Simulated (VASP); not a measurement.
# BiB in VASP: notebook

Runs on BiB. Level: r2SCAN. Tasks: single point.

All numbers are computed with VASP 6.6.1; they aren't measurements. Logs are shortened: lines on timing, memory, paths and dates and some standing lists are left out, and cuts for length are marked.

## Step 1: The cell of the first run

The structure is tetragonal, space group I-4m2 (No. 119). The conventional cell has a = 3.862 Å, b = 3.862 Å, c = 5.506 Å, α = 90.00°, β = 90.00°, γ = 90.00°. B (site symmetry -4m2) has 4 Bi at 2.37 Å within 3.1 Å. Within 3.1 Å of Bi (site symmetry -4m2) lie 4 B at 2.37 Å.

## Step 2: Single point, r2SCAN (epitaxial xy strain -0.5%)

Contents of POSCAR:

```
BiB
1.0
    0.0000000000      2.7311501019      2.7528002556
    2.7311501019      0.0000000000      2.7528002556
    2.7311501019      2.7311501019      0.0000000000
B Bi
1 1
Direct
    0.0000000000      0.0000000000      0.0000000000
    0.2500000000      0.2500000000      0.2500000000
```

Contents of INCAR.step1:

```
PREC = Accurate
ENCUT = 520
ISMEAR = 0
SIGMA = 0.01
LREAL = F
LASPH = T
NELM = 60
NBANDS = 16
GGA = PE
ALGO = Normal
EDIFF = 1E-4
LWAVE = T
LCHARG = F
```

Contents of INCAR.step2:

```
PREC = Accurate
ENCUT = 520
EDIFF = 1E-6
ISMEAR = 0
SIGMA = 0.01
LREAL = F
LASPH = T
NELM = 60
ALGO = Normal
ISIF = 2
LWAVE = F
LCHARG = F
METAGGA = R2SCAN
LMIXTAU = T
NBANDS = 16
ISTART = 1
```

Contents of KPOINTS:

```
regular mesh
0
Gamma
  8 8 8
```

Potentials or basis: VASP PAW PBE potentials, release 64 (B, Bi_d).

Launch:

```
$ cat potpaw_PBE.64/B/POTCAR potpaw_PBE.64/Bi_d/POTCAR > POTCAR
$ cp INCAR.step1 INCAR
$ mpirun -np 1 vasp_std > vasp.out
$ cp INCAR.step2 INCAR
$ mpirun -np 1 vasp_std > vasp.out
```

OUTCAR:

```text
PREC = Accurate
   ENCUT = 520
   EDIFF = 1E-6
   ISMEAR = 0
   LREAL = F
   LASPH = T
   NELM = 60
   ISIF = 2
   METAGGA = R2SCAN
   ISTART = 1

 ion  position               nearest neighbor table
   1  0.000  0.000  0.000-   2 2.37   2 2.37   2 2.37   2 2.37
   2  0.250  0.250  0.250-   1 2.37   1 2.37   1 2.37   1 2.37

  LATTYP: Found a body centered tetragonal cell.
 ALAT       =     3.8624295150
 C/A-ratio  =     1.4254242025

  Lattice vectors:

 A1 = (  -2.7311501019,   0.0000000000,   2.7528002556)
 A2 = (   2.7311501019,   0.0000000000,   2.7528002556)
 A3 = (   0.0000000000,   2.7311501019,  -2.7528002556)

Analysis of symmetry for initial positions (statically):
=====================================================================
 Subroutine PRICEL returns:
 Original cell was already a primitive cell.

 Routine SETGRP: Setting up the symmetry group for a
 body centered tetragonal supercell.

 Subroutine GETGRP returns: Found  8 space group operations
 (whereof  8 operations were pure point group operations)
 out of a pool of 16 trial point group operations.

The static configuration has the point symmetry D_2d.

Analysis of symmetry for dynamics (positions and initial velocities):
=====================================================================
 Subroutine PRICEL returns:
 Original cell was already a primitive cell.

 Routine SETGRP: Setting up the symmetry group for a
 body centered tetragonal supercell.

 Subroutine GETGRP returns: Found  8 space group operations
 (whereof  8 operations were pure point group operations)
 out of a pool of 16 trial point group operations.

The dynamic configuration has the point symmetry D_2d.

 Subroutine INISYM returns: Found  8 space group operations
 (whereof  8 operations are pure point group operations),
 and found     1 'primitive' translations

----------------------------------------------------------------------------------------

                                     Primitive cell

  volume of cell :      41.0673

  direct lattice vectors                    reciprocal lattice vectors
     0.000000000  2.731150102  2.752800256    -0.183073058  0.183073058  0.181633229
     2.731150102  0.000000000  2.752800256     0.183073058 -0.183073058  0.181633229
     2.731150102  2.731150102  0.000000000     0.183073058  0.183073058 -0.181633229

  length of vectors
     3.877768705  3.877768705  3.862429515     0.316262737  0.316262737  0.316262737

  position of ions in fractional coordinates (direct lattice)
     0.000000000  0.000000000  0.000000000
     0.250000000  0.250000000  0.250000000

  ion indices of the primitive-cell ions
   primitive index   ion index
                 1           1
                 2           2

----------------------------------------------------------------------------------------

 KPOINTS: regular mesh

Automatic generation of k-mesh.
 Grid dimensions read from file:
 generate k-points for:    8    8    8

 Generating k-lattice:

  Cartesian coordinates                     Fractional coordinates (reciprocal lattice)
    -0.022884132  0.022884132  0.022704154     0.125000000  0.000000000  0.000000000
     0.022884132 -0.022884132  0.022704154     0.000000000  0.125000000  0.000000000
     0.022884132  0.022884132 -0.022704154     0.000000000  0.000000000  0.125000000

  Length of vectors
     0.039532842  0.039532842  0.039532842

  Shift w.r.t. Gamma in fractional coordinates (k-lattice)
     0.000000000  0.000000000  0.000000000

 Subroutine IBZKPT returns following result:
 ===========================================

 Found     59 irreducible k-points:

 Following reciprocal coordinates:
            Coordinates               Weight
  0.000000  0.000000  0.000000      1.000000
  0.125000  0.000000  0.000000      8.000000
  0.250000  0.000000  0.000000      8.000000
  0.375000  0.000000  0.000000      8.000000
  0.500000  0.000000  0.000000      4.000000
  0.125000  0.125000  0.000000      2.000000
[... 16 lines left out ...]
  0.250000  0.000000  0.125000     16.000000
  0.375000  0.000000  0.125000     16.000000
 [... further k-points ...]
   k-points           NKPTS =     59   k-points in BZ     NKDIM =     59   number of bands    NBANDS=     16
   number of dos      NEDOS =    301   number of ions     NIONS =      2
   total plane-waves  NPLWV =  27000
   dimension x,y,z NGX =    30 NGY =   30 NGZ =   30
   dimension x,y,z NGXF=    60 NGYF=   60 NGZF=   60
   ions per type =               1   1
   NGX,Y,Z   is equivalent  to a cutoff of  12.86, 12.86, 12.91 a.u.
   NGXF,Y,Z  is equivalent  to a cutoff of  25.72, 25.72, 25.83 a.u.
 SYSTEM =  unknown system
   PREC   = accura    normal or accurate (medium, high low for compatibility)
   ISTART =      1    job   : 0-new  1-cont  2-samecut
   ICHARG =      0    charge: 1-file 2-atom 10-const
   ISPIN  =      1    spin polarized calculation?
   LNONCOLLINEAR =      F non collinear calculations
   LSORBIT =      F    spin-orbit coupling
   LASPH  =      T    aspherical Exc in radial PAW
   ENCUT  =  520.0 eV  38.22 Ry    6.18 a.u.   7.21  7.21  7.18*2*pi/ulx,y,z
   NELM   =     60;   NELMIN=  2; NELMDL=  0     # of ELM steps
   EDIFF  = 0.1E-05   stopping-criterion for ELM
   LREAL  =      F    real-space projection
   EDIFFG = 0.1E-04   stopping-criterion for IOM
   NSW    =      0    number of steps for IOM
   IBRION =     -1    ionic relax: 0-MD 1-quasi-New 2-CG
   NFREE  =      0    steps in history (QN), initial steepest desc. (CG)
   ISIF   =      2    stress and relaxation
   ISYM   =      2    0-nonsym 1-usesym 2-fastsym
   POTIM  = 0.5000    time-step for ionic-motion
   TEBEG  =    0.0;   TEEND  =   0.0 temperature during run
   PSTRESS=    0.0 pullay stress
   NELECT =      18.0000    total number of electrons
   NUPDOWN=      -1.0000    fix difference up-down
   EMIN   =  10.00;   EMAX   =-10.00  energy-range for DOS
   EFERMI =   0.00;   METHOD = LEGACY
   ISMEAR =     0;   SIGMA  =   0.01  broadening in eV -4-tet -1-fermi 0-gaus
   EFERMI_NEDOS =   21; number of points for ismear=-14 and -15
   IALGO  =     38    algorithm
   IMIX   =      4    mixing-type and parameters
     AMIX     =   0.40;   BMIX     =  1.00
     AMIX_MAG =   1.60;   BMIX_MAG =  1.00
  volume/ion in A,a.u.               =      20.53       138.57
  Fermi-wavevector in a.u.,A,eV,Ry     =   1.243561  2.349989 21.040644  1.546444
  Thomas-Fermi vector in A             =   2.377866
   LORBIT       =      0    0 simple, 1 ext, 2 COOP (PROOUT), +10 PAW based schemes
   METAGGA = R2SCAN    functional components
   LHFCALC =     F    Hartree Fock is set to
   AEXX    =    0.0000 exact exchange contribution
   IVDW    =     0    specifies the selected vdW correction
   LEPSILON=     F    determine dielectric tensor
   LRPA    =     F    only Hartree local field effects (RPA)
 non-spin polarized calculation
 Gauss-broadening in eV      SIGMA  =   0.01
  energy-cutoff  :      520.00
  volume of cell :       41.07
 maximum number of plane-waves:      1125
 NGX is ok and might be reduce to    30
   NGX = 15   NGY = 15   NGZ = 15

 number of electron      17.9999996 magnetization

 Free energy of the ion-electron system (eV)
  ---------------------------------------------------
  ext. energy  EPLUGINS =         0.00000000
  ---------------------------------------------------
  free energy    TOTEN  =       -64.30726069 eV

  energy without entropy =      -64.30726069  energy(sigma->0) =      -64.30726069

 E-fermi :   7.3128     XC(G=0): -10.7888

 val. band max:        7.2018640140   @ k =   0.0000   0.0000   0.0000
 cond. band min:       7.6283986574   @ k =   0.0000   0.0000   0.0000
 fundamental gap:      0.4265346434
 Fermi energy:         7.3127755741

 k-point     1 :       0.0000    0.0000    0.0000
  band No.  band energies     occupation
      1     -16.7110      2.00000
      2     -16.7069      2.00000
      3     -16.7069      2.00000
      4     -16.6039      2.00000
      5     -16.6037      2.00000
      6      -7.7100      2.00000
[... 8 lines left out ...]
     15      18.2544      0.00000
     16      18.4353      0.00000

 k-point     2 :       0.1250    0.0000    0.0000
  band No.  band energies     occupation
      1     -16.7079      2.00000
      2     -16.7021      2.00000
      3     -16.7001      2.00000
      4     -16.6038      2.00000
      5     -16.6032      2.00000
      6      -7.4966      2.00000
[... 8 lines left out ...]
     15      17.3000      0.00000
     16      17.4140      0.00000

 k-point     3 :       0.2500    0.0000    0.0000
  band No.  band energies     occupation
      1     -16.7054      2.00000
      2     -16.6889      2.00000
      3     -16.6866      2.00000
      4     -16.6000      2.00000
      5     -16.5985      2.00000
      6      -6.8826      2.00000
[... 8 lines left out ...]
     15      17.0296      0.00000
     16      17.0698      0.00000

 k-point     4 :       0.3750    0.0000    0.0000
  band No.  band energies     occupation
      1     -16.7038      2.00000
      2     -16.6809      2.00000
      3     -16.6786      2.00000
      4     -16.5905      2.00000
      5     -16.5881      2.00000
      6      -6.0137      2.00000
[... 8 lines left out ...]
     15      17.9911      0.00000
     16      18.0162      0.00000
[... 324 lines left out ...]
 k-point    22 :       0.1250    0.0000    0.1250
  band No.  band energies     occupation
      1     -16.7141      2.00000
      2     -16.6966      2.00000
      3     -16.6933      2.00000
      4     -16.6092      2.00000
      5     -16.5985      2.00000
      6      -7.4234      2.00000
[... 8 lines left out ...]
     15      15.8568      0.00000
     16      18.9069      0.00000

 k-point    23 :       0.2500    0.0000    0.1250
  band No.  band energies     occupation
      1     -16.7159      2.00000
      2     -16.6819      2.00000
      3     -16.6790      2.00000
      4     -16.6121      2.00000
      5     -16.5924      2.00000
      6      -6.9381      2.00000
[... 8 lines left out ...]
     15      16.9998      0.00000
     16      18.4247      0.00000

 k-point    24 :       0.3750    0.0000    0.1250
  band No.  band energies     occupation
      1     -16.7105      2.00000
      2     -16.6736      2.00000
      3     -16.6695      2.00000
      4     -16.6061      2.00000
      5     -16.5842      2.00000
      6      -6.1311      2.00000
[... 8 lines left out ...]
     15      17.4615      0.00000
     16      18.8943      0.00000

 [... further k-points ...]

------------------------ aborting loop because EDIFF is reached ----------------------------------------

  FORCE on cell =-STRESS in cart. coord.  units (eV):
  Direction    XX          YY          ZZ          XY          YZ          ZX
  --------------------------------------------------------------------------------------
  -------------------------------------------------------------------------------------
  Total        0.2022979      0.2022979     -0.0059913      0.0000000      0.0000000      0.0000000
  in kB        7.8923467      7.8923467     -0.2337402      0.0000000      0.0000000      0.0000000
  external PRESSURE =       5.1836511 kB  Pullay stress =       0.0000000 kB

 VOLUME and BASIS-vectors are now :
 -----------------------------------------------------------------------------
  energy-cutoff  :      520.00
  volume of cell :       41.07
      direct lattice vectors                 reciprocal lattice vectors
     0.000000000  2.731150102  2.752800256    -0.183073058  0.183073058  0.181633229
     2.731150102  0.000000000  2.752800256     0.183073058 -0.183073058  0.181633229
     2.731150102  2.731150102  0.000000000     0.183073058  0.183073058 -0.181633229

 POSITION                                       TOTAL-FORCE (eV/Angst)
 -----------------------------------------------------------------------------------
      0.00000      0.00000      0.00000        -0.000000     -0.000000      0.000000
      1.36558      1.36558      1.37640         0.000000      0.000000     -0.000000
 -----------------------------------------------------------------------------------
    total drift:                                0.000000      0.000000      0.000000

  FREE ENERGIE OF THE ION-ELECTRON SYSTEM (eV)
  ---------------------------------------------------
  free  energy   TOTEN  =       -64.3072606942 eV

  energy  without entropy=      -64.3072606942  energy(sigma->0) =      -64.30726069
```

Wall time 83 s (1 thread of AMD EPYC 9R45 (Zen 5), shared host); peak memory 0.16 GiB.

Results:

- Free energy: -64.3073 eV
- Pressure: 0.5 GPa
- Band gap on the k mesh: 0.43 eV, direct

Caveat: the cell differs from its parent crystal (epitaxial xy strain -0.5%); the PAW data sets were made with another functional, which shifts forces and pressure a little; spin-orbit coupling is left out, which moves the levels of the heavy elements.

## Step 3: Single point, r2SCAN (strain along [111] +2.0%)

Contents of POSCAR:

```
BiB
1.0
    0.0365983263      2.7814728006      2.7814728006
    2.7814728006      0.0365983263      2.7814728006
    2.7814728006      2.7814728006      0.0365983263
B Bi
1 1
Direct
    0.0005908435      0.0005908435      0.0005908435
    0.2494091565      0.2494091565      0.2494091565
```

Contents of INCAR.step1:

```
PREC     = Accurate       # precision mode
ENCUT    = 520            # plane-wave cutoff, eV
ISMEAR   = -1             # smearing method
SIGMA    = 0.02           # smearing width, eV
LREAL    = F              # projectors in reciprocal space
LASPH    = T              # aspherical terms in the spheres
NELM     = 80             # most SCF steps
NBANDS   = 16             # bands
GGA      = PE             # functional
ALGO     = Normal         # electronic algorithm
EDIFF    = 1E-4           # SCF threshold, eV
LWAVE    = T              # write WAVECAR
LCHARG   = F              # write CHGCAR
```

Contents of INCAR.step2:

```
PREC     = Accurate       # precision mode
ENCUT    = 520            # plane-wave cutoff, eV
EDIFF    = 1E-6           # SCF threshold, eV
ISMEAR   = -1             # smearing method
SIGMA    = 0.02           # smearing width, eV
LREAL    = F              # projectors in reciprocal space
LASPH    = T              # aspherical terms in the spheres
NELM     = 80             # most SCF steps
ALGO     = Normal         # electronic algorithm
ISIF     = 2              # what is computed and relaxed
LWAVE    = F              # write WAVECAR
LCHARG   = T              # write CHGCAR
METAGGA  = R2SCAN         # meta-GGA
LMIXTAU  = T            
LELF     = T              # ELF
LVHAR    = T            
NBANDS   = 16             # bands
ISTART   = 1
```

KPOINTS is that of step 2.

Potentials or basis: VASP PAW PBE potentials, release 64 (B, Bi_d).

Launch:

```
$ cat potpaw_PBE.64/B/POTCAR potpaw_PBE.64/Bi_d/POTCAR > POTCAR
$ cp INCAR.step1 INCAR
$ mpirun -np 1 vasp_std > vasp.out
$ cp INCAR.step2 INCAR
$ mpirun -np 1 vasp_std > vasp.out
```

It took 88 s on 1 thread of AMD EPYC 9R45 (Zen 5), shared host; peak memory 0.17 GiB.

Results (log left out):

- Free energy: -64.2991 eV
- Pressure: -1.6 GPa
- Band gap on the k mesh: 0.18 eV, direct

Forces in eV/Å, atoms in the order of the input:
```
B   -0.002 -0.002 -0.002
Bi   0.002  0.002  0.002
```

Stress tensor (GPa, compression positive):
```
-1.56 -1.02 -1.02
-1.02 -1.56 -1.02
-1.02 -1.02 -1.56
```

Levels at points of the mesh, in eV from the valence-band top:
| k point | band 5 | band 6 | band 7 | band 8 | band 9 | band 10 | band 11 | band 12 | band 13 | band 14 |
| --- | --- | --- | --- | --- | --- | --- | --- | --- | --- | --- |
| (0.00, 0.00, 0.00) | -23.77 | -14.71 | -0.12 | 0.00 | 0.00 | 0.18 | 2.72 | 2.95 | 2.95 | 6.67 |
| (0.50, 0.00, 0.00) | -23.75 | -12.53 | -8.06 | -1.78 | -1.73 | 0.34 | 4.26 | 4.35 | 6.44 | 8.92 |
| (0.50, 0.50, 0.00) | -23.74 | -11.57 | -8.30 | -3.71 | -3.55 | 0.91 | 1.17 | 8.79 | 9.07 | 9.20 |
| (0.50, 0.50, 0.50) | -23.76 | -12.67 | -8.07 | -1.61 | -1.61 | 0.61 | 4.42 | 4.42 | 6.49 | 8.89 |

Caveat: the cell differs from its parent crystal (strain along [111] +2.0%); the PAW data sets were made with another functional, which shifts forces and pressure a little; spin-orbit coupling is left out, which moves the levels of the heavy elements. A k mesh can miss the band edges.
